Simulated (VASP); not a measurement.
Wanted: the native input for a VASP 6.6.1 run.

| Item | Value |
| --- | --- |
| Task | single point |
| Functional | PBE |
| Potentials or basis | VASP PAW PBE potentials, release 64 (B, N) |
| Cutoff | 600 eV |
| k mesh | 12 × 12 × 12 |
| Occupations | gaussian, width 0.02 eV |
| Spin | no spin polarisation |
| Dipole correction | no |
| Further INCAR settings | ALGO = Normal; EDIFF = 1e-06; NBANDS = 11 |

The structure of BN (ae) lies in POSCAR:

```
BN
1.0
    0.0000000000      1.7561998586      1.7561998586
    1.7561998586      0.0000000000      1.7561998586
    1.7561998586      1.7561998586      0.0000000000
B N
1 1
Direct
    0.0000000000      0.0000000000      0.0000000000
    0.2500000000      0.2500000000      0.2500000000
```

This cell differs from its parent crystal: volume scaled by 0.91.

The input as run:

INCAR

```
ALGO     = Normal         # electronic algorithm
EDIFF    = 1E-6           # SCF threshold, eV
ENCUT    = 600            # plane-wave cutoff, eV
GGA      = PE             # functional
GGA_COMPAT= F            
ISIF     = 2              # what is computed and relaxed
ISMEAR   = 0              # smearing method
LASPH    = T              # aspherical terms in the spheres
LCHARG   = F              # write CHGCAR
LREAL    = F              # projectors in reciprocal space
LWAVE    = F              # write WAVECAR
NBANDS   = 11             # bands
NELM     = 120            # most SCF steps
PREC     = Accurate       # precision mode
SIGMA    = 0.02           # smearing width, eV
```

KPOINTS

```
k-points
0
Gamma
  12 12 12
```

Potentials or basis: VASP PAW PBE potentials, release 64 (B, N).

Launch:

```sh
$ cat potpaw_PBE.64/B/POTCAR potpaw_PBE.64/N/POTCAR > POTCAR
$ mpirun -np 1 vasp_std > vasp.out
```

It gave:

| Item | Value |
| --- | --- |
| Pressure | 41.9 GPa |
| Band gap on the k mesh | 4.55 eV, indirect (least direct gap 9.23 eV) |

It took 4.9 s on 1 thread of Intel(R) Xeon(R) 6975P-C (Granite Rapids) (shared host), peak memory 0.12 GiB.
